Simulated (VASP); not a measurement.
# Zr (P6_3/mmc) in VASP: single point with LDA

Aim: the single point of Zr with LDA.

Program: VASP 6.6.1. These are calculated values, not measurements. Logs are shortened: lines on timing, memory, paths and dates and some standing lists are left out, and cuts for length are marked.

## Step 1: The cell of the first run

The structure is hexagonal, space group P6_3/mmc (No. 194). Conventional cell: a = 3.232 Å, b = 3.232 Å, c = 5.147 Å, α = 90.00°, β = 90.00°, γ = 120.00°. Within 4.2 Å of Zr (site symmetry -6m2) lie 12 Zr at 3.18 to 3.23 Å.

## Step 2: Single point, LDA

File INCAR:

```
  PREC = Accurate
  ENCUT = 500
  EDIFF = 1E-6
  ISMEAR = 0
  SIGMA = 0.1
  LREAL = False
  LASPH = True
  NELM = 120
  ALGO = Normal
  ISIF = 2
  LWAVE = False
  LCHARG = True
  LELF = True
  LVHAR = True
  NBANDS = 19
  GGA_COMPAT = False
```

File KPOINTS:

```
regular mesh
0
Gamma
  6 6 4
```

File POSCAR:

```
Zr
1.0
    3.2319982225      0.0000000000      0.0000000000
   -1.6159991112      2.7989925656      0.0000000000
    0.0000000000      0.0000000000      5.1470000000
Zr
2
Direct
    0.3333333333      0.6666666667      0.2500000000
    0.6666666667      0.3333333333      0.7500000000
```

Potentials or basis: VASP PAW LDA potentials, release 64 (Zr_sv).

Run with:

```console
$ cat potpaw_LDA.64/Zr_sv/POTCAR > POTCAR
$ mpirun -np 1 vasp_std > vasp.out
```

OUTCAR:

```text
PREC = Accurate
   ENCUT = 500
   EDIFF = 1E-6
   ISMEAR = 0
   LREAL = False
   LASPH = True
   NELM = 120
   ISIF = 2

 ion  position               nearest neighbor table
   1  0.333  0.667  0.250-   2 3.18   2 3.18   2 3.18   2 3.18   2 3.18   2 3.18
   2  0.667  0.333  0.750-   1 3.18   1 3.18   1 3.18   1 3.18   1 3.18   1 3.18

  LATTYP: Found a hexagonal cell.
 ALAT       =     3.2319982225
 C/A-ratio  =     1.5925132521

  Lattice vectors:

 A1 = (   3.2319982225,   0.0000000000,   0.0000000000)
 A2 = (  -1.6159991112,   2.7989925656,   0.0000000000)
 A3 = (   0.0000000000,   0.0000000000,   5.1470000000)

Analysis of symmetry for initial positions (statically):
=====================================================================
 Subroutine PRICEL returns:
 Original cell was already a primitive cell.

 Routine SETGRP: Setting up the symmetry group for a
 hexagonal supercell.

 Subroutine GETGRP returns: Found 24 space group operations
 (whereof 12 operations were pure point group operations)
 out of a pool of 24 trial point group operations.

The static configuration has the point symmetry D_3d.
 The point group associated with its full space group is D_6h.

Analysis of symmetry for dynamics (positions and initial velocities):
=====================================================================
 Subroutine PRICEL returns:
 Original cell was already a primitive cell.

 Routine SETGRP: Setting up the symmetry group for a
 hexagonal supercell.

 Subroutine GETGRP returns: Found 24 space group operations
 (whereof 12 operations were pure point group operations)
 out of a pool of 24 trial point group operations.

The dynamic configuration has the point symmetry D_3d.
 The point group associated with its full space group is D_6h.

 Subroutine INISYM returns: Found 24 space group operations
 (whereof 12 operations are pure point group operations),
 and found     1 'primitive' translations

----------------------------------------------------------------------------------------

                                     Primitive cell

  volume of cell :      46.5615

  direct lattice vectors                    reciprocal lattice vectors
     3.231998223  0.000000000  0.000000000     0.309406111  0.178635701  0.000000000
    -1.615999111  2.798992566  0.000000000     0.000000000  0.357271403  0.000000000
     0.000000000  0.000000000  5.147000000     0.000000000  0.000000000  0.194287935

  length of vectors
     3.231998223  3.231998222  5.147000000     0.357271403  0.357271403  0.194287935

  position of ions in fractional coordinates (direct lattice)
     0.333333333  0.666666667  0.250000000
     0.666666667  0.333333333  0.750000000

  ion indices of the primitive-cell ions
   primitive index   ion index
                 1           1
                 2           2

----------------------------------------------------------------------------------------

 KPOINTS: regular mesh

Automatic generation of k-mesh.
 Grid dimensions read from file:
 generate k-points for:    6    6    4

 Generating k-lattice:

  Cartesian coordinates                     Fractional coordinates (reciprocal lattice)
     0.051567685  0.029772617  0.000000000     0.166666667  0.000000000  0.000000000
     0.000000000  0.059545234  0.000000000     0.000000000  0.166666667  0.000000000
     0.000000000  0.000000000  0.048571984     0.000000000  0.000000000  0.250000000

  Length of vectors
     0.059545234  0.059545234  0.048571984

  Shift w.r.t. Gamma in fractional coordinates (k-lattice)
     0.000000000  0.000000000  0.000000000

 Subroutine IBZKPT returns following result:
 ===========================================

 Found     21 irreducible k-points:

 Following reciprocal coordinates:
            Coordinates               Weight
  0.000000  0.000000  0.000000      1.000000
  0.166667  0.000000  0.000000      6.000000
  0.333333 -0.000000  0.000000      6.000000
  0.500000 -0.000000  0.000000      3.000000
  0.166667  0.166667  0.000000      6.000000
  0.333333  0.166667  0.000000     12.000000
[... 13 lines left out ...]
  0.333333  0.166667  0.500000     12.000000
  0.333333  0.333333  0.500000      2.000000
   k-points           NKPTS =     21   k-points in BZ     NKDIM =     21   number of bands    NBANDS=     19
   number of dos      NEDOS =    301   number of ions     NIONS =      2
   total plane-waves  NPLWV =  23040
   dimension x,y,z NGX =    24 NGY =   24 NGZ =   40
   dimension x,y,z NGXF=    48 NGYF=   48 NGZF=   80
   ions per type =               2
   NGX,Y,Z   is equivalent  to a cutoff of  12.35, 12.35, 12.92 a.u.
   NGXF,Y,Z  is equivalent  to a cutoff of  24.69, 24.69, 25.84 a.u.
 SYSTEM =  unknown system
   PREC   = accura    normal or accurate (medium, high low for compatibility)
   ISTART =      0    job   : 0-new  1-cont  2-samecut
   ICHARG =      2    charge: 1-file 2-atom 10-const
   ISPIN  =      1    spin polarized calculation?
   LNONCOLLINEAR =      F non collinear calculations
   LSORBIT =      F    spin-orbit coupling
   LASPH  =      T    aspherical Exc in radial PAW
   ENCUT  =  500.0 eV  36.75 Ry    6.06 a.u.   5.89  5.89  9.38*2*pi/ulx,y,z
   NELM   =    120;   NELMIN=  2; NELMDL= -5     # of ELM steps
   EDIFF  = 0.1E-05   stopping-criterion for ELM
   LREAL  =      F    real-space projection
[... 7 lines left out ...]
   TEBEG  =    0.0;   TEEND  =   0.0 temperature during run
   PSTRESS=    0.0 pullay stress
   NELECT =      24.0000    total number of electrons
   NUPDOWN=      -1.0000    fix difference up-down
   EMIN   =  10.00;   EMAX   =-10.00  energy-range for DOS
   EFERMI =   0.00;   METHOD = LEGACY
   ISMEAR =     0;   SIGMA  =   0.10  broadening in eV -4-tet -1-fermi 0-gaus
   EFERMI_NEDOS =   21; number of points for ismear=-14 and -15
   IALGO  =     38    algorithm
   IMIX   =      4    mixing-type and parameters
     AMIX     =   0.40;   BMIX     =  1.00
     AMIX_MAG =   1.60;   BMIX_MAG =  1.00
  volume/ion in A,a.u.               =      23.28       157.11
  Fermi-wavevector in a.u.,A,eV,Ry     =   1.312612  2.480476 23.442147  1.722949
  Thomas-Fermi vector in A             =   2.442992
   LORBIT       =      0    0 simple, 1 ext, 2 COOP (PROOUT), +10 PAW based schemes
   GGA     = CA    functional components
   LHFCALC =     F    Hartree Fock is set to
   AEXX    =    0.0000 exact exchange contribution
   IVDW    =     0    specifies the selected vdW correction
   LEPSILON=     F    determine dielectric tensor
   LRPA    =     F    only Hartree local field effects (RPA)
 non-spin polarized calculation
 Gauss-broadening in eV      SIGMA  =   0.10
  energy-cutoff  :      500.00
  volume of cell :       46.56
 maximum number of plane-waves:      1194
 NGX is ok and might be reduce to    24
   NGX = 11   NGY = 11   NGZ = 19

 number of electron      24.0000000 magnetization

 Free energy of the ion-electron system (eV)
  ---------------------------------------------------
  ext. energy  EPLUGINS =         0.00000000
  ---------------------------------------------------
  free energy    TOTEN  =       -18.52543932 eV

  energy without entropy =      -18.51107609  energy(sigma->0) =      -18.51825771

 E-fermi :   8.8401     XC(G=0): -11.2943

 val. band max:        8.8364314177   @ k =   0.0000   0.0000   0.5000
 cond. band min:       8.8904191946   @ k =   0.3333   0.3333   0.2500
 fundamental gap:      0.0539877769
 Fermi energy:         8.8400733418

 k-point     1 :       0.0000    0.0000    0.0000
  band No.  band energies     occupation
      1     -39.7615      2.00000
      2     -39.6026      2.00000
      3     -18.4474      2.00000
      4     -17.5515      2.00000
      5     -17.5515      2.00000
      6     -17.4213      2.00000
[... 11 lines left out ...]
     18      10.8793      0.00000
     19      13.1980      0.00000

 k-point     2 :       0.1667    0.0000    0.0000
  band No.  band energies     occupation
      1     -39.7308      2.00000
      2     -39.5905      2.00000
      3     -18.3641      2.00000
      4     -17.7293      2.00000
      5     -17.6085      2.00000
      6     -17.5880      2.00000
[... 11 lines left out ...]
     18      10.9810      0.00000
     19      13.5766      0.00000

 k-point     3 :       0.3333   -0.0000    0.0000
  band No.  band energies     occupation
      1     -39.6635      2.00000
      2     -39.5717      2.00000
      3     -18.1601      2.00000
      4     -18.0830      2.00000
      5     -17.9241      2.00000
      6     -17.7139      2.00000
[... 11 lines left out ...]
     18      12.6745      0.00000
     19      13.9639      0.00000

 k-point     4 :       0.5000   -0.0000    0.0000
  band No.  band energies     occupation
      1     -39.6219      2.00000
      2     -39.5699      2.00000
      3     -18.2573      2.00000
      4     -18.0819      2.00000
      5     -18.0073      2.00000
      6     -17.7638      2.00000
[... 11 lines left out ...]
     18      14.0819      0.00000
     19      14.9631      0.00000

 k-point     5 :       0.1667    0.1667    0.0000
  band No.  band energies     occupation
      1     -39.6815      2.00000
      2     -39.5753      2.00000
      3     -18.2187      2.00000
      4     -17.9153      2.00000
      5     -17.9002      2.00000
      6     -17.6621      2.00000
[... 11 lines left out ...]
     18      12.5422      0.00000
     19      13.6820      0.00000
[... 268 lines left out ...]
      2     -39.5959      2.00000
      3     -18.3334      2.00000
      4     -18.3334      2.00000
      5     -17.6685      2.00000
      6     -17.6685      2.00000
[... 11 lines left out ...]
     18      13.9144      0.00000
     19      14.0105      0.00000

 k-point    19 :       0.1667    0.1667    0.5000
  band No.  band energies     occupation
      1     -39.6287      2.00000
      2     -39.6287      2.00000
      3     -18.1111      2.00000
      4     -18.1111      2.00000
      5     -17.6889      2.00000
      6     -17.6889      2.00000
[... 11 lines left out ...]
     18      12.8430      0.00000
     19      13.4169      0.00000

 k-point    20 :       0.3333    0.1667    0.5000
  band No.  band energies     occupation
      1     -39.5959      2.00000
      2     -39.5959      2.00000
      3     -18.2575      2.00000
      4     -18.2575      2.00000
      5     -17.7999      2.00000
      6     -17.7999      2.00000
[... 11 lines left out ...]
     18      13.5248      0.00000
     19      14.8395      0.00000

 k-point    21 :       0.3333    0.3333    0.5000
  band No.  band energies     occupation
      1     -39.5850      2.00000
      2     -39.5850      2.00000
      3     -18.2048      2.00000
      4     -18.2048      2.00000
      5     -17.9627      2.00000
      6     -17.9627      2.00000
[... 11 lines left out ...]
     18      13.1669      0.00000
     19      16.8400      0.00000

------------------------ aborting loop because EDIFF is reached ----------------------------------------

  FORCE on cell =-STRESS in cart. coord.  units (eV):
  Direction    XX          YY          ZZ          XY          YZ          ZX
  --------------------------------------------------------------------------------------
  -------------------------------------------------------------------------------------
  Total       -1.8739489     -1.8739489     -1.6857969     -0.0000000     -0.0000000      0.0000000
  in kB      -64.4824153    -64.4824153    -58.0081223     -0.0000000     -0.0000000      0.0000000
  external PRESSURE =     -62.3243176 kB  Pullay stress =       0.0000000 kB

 VOLUME and BASIS-vectors are now :
 -----------------------------------------------------------------------------
  energy-cutoff  :      500.00
  volume of cell :       46.56
      direct lattice vectors                 reciprocal lattice vectors
     3.231998223  0.000000000  0.000000000     0.309406111  0.178635701  0.000000000
    -1.615999111  2.798992566  0.000000000     0.000000000  0.357271403  0.000000000
     0.000000000  0.000000000  5.147000000     0.000000000  0.000000000  0.194287935

 POSITION                                       TOTAL-FORCE (eV/Angst)
 -----------------------------------------------------------------------------------
     -0.00000      1.86600      1.28675        -0.000000      0.000000      0.000000
      1.61600      0.93300      3.86025         0.000000     -0.000000      0.000000
 -----------------------------------------------------------------------------------
    total drift:                               -0.000000      0.000000     -0.000000

  FREE ENERGIE OF THE ION-ELECTRON SYSTEM (eV)
  ---------------------------------------------------
  free  energy   TOTEN  =       -18.5254393179 eV

  energy  without entropy=      -18.5110760939  energy(sigma->0) =      -18.51825771
```

Run time: 15 s. Hardware: 1 thread of Intel Xeon Platinum 8488C (Sapphire Rapids), shared host; peak memory 0.14 GiB.

What came out:

| Property | Result |
| --- | --- |
| Free energy | -18.5254 eV |
| Pressure | -6.2 GPa |
| Band gap on the k mesh | zero (bands 12 and 13 overlap by 0.84 eV) |

Caveat: the k points lie up to 0.37 Å⁻¹ apart, too coarse for converged energies and pressures of a metal.
